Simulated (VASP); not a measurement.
Input of a VASP 6.6.1 run:

INCAR

```
PREC = Accurate
ENCUT = 520
EDIFF = 1E-6
ISMEAR = 0
SIGMA = 0.05
LREAL = F
LASPH = T
NELM = 120
ALGO = Normal
ISIF = 2
LWAVE = F
LCHARG = F
LDIPOL = T
IDIPOL = 3
DIPOL = 0.5 0.5 0.403
GGA = PE
IVDW = 12
NBANDS = 50
GGA_COMPAT = F
NELMDL = -8
```

File KPOINTS:

```
regular mesh
0
Gamma
  7 7 1
```

POSCAR

```
SnO
1.0
    3.8201708766      0.0000000000      0.0000000000
    0.0000000000      3.8201708766      0.0000000000
    0.0000000000      0.0000000000     22.2260720666
Sn O
4 4
Direct
    0.5000000000      0.0000000000      0.2024649244
    0.0000000000      0.5000000000      0.3087831270
    0.0000000000      0.6250000000      0.4977503897
    0.5000000000      0.1250000000      0.6040685923
    0.0000000000      0.0000000000      0.2556240257
    0.5000000000      0.5000000000      0.2556240257
    0.5000000000      0.6250000000      0.5509094910
    0.0000000000      0.1250000000      0.5509094910
```

Potentials or basis: VASP PAW PBE potentials, release 64 (Sn_d, O).

Run with:

```sh
$ cat potpaw_PBE.64/Sn_d/POTCAR potpaw_PBE.64/O/POTCAR > POTCAR
$ mpirun -np 1 vasp_std > vasp.out
```

Estimate the dispersion energy per atom.

-0.155 eV.

Predict the band gap on the k mesh.

2.41 eV (least direct gap 2.55 eV).

Forces in eV/Å, atoms in the order of the input:
```
Sn   0.000 -0.004 -0.085
Sn   0.000 -0.022  0.035
Sn   0.000  0.022 -0.035
Sn   0.000  0.004  0.085
O    0.000 -0.018 -0.002
O    0.000  0.007 -0.002
O    0.000 -0.007  0.002
O    0.000  0.018  0.002
```

Caveat: the cell differs from its parent crystal (layers slid over each other); spin-orbit coupling is left out, which moves the levels of the heavy elements.
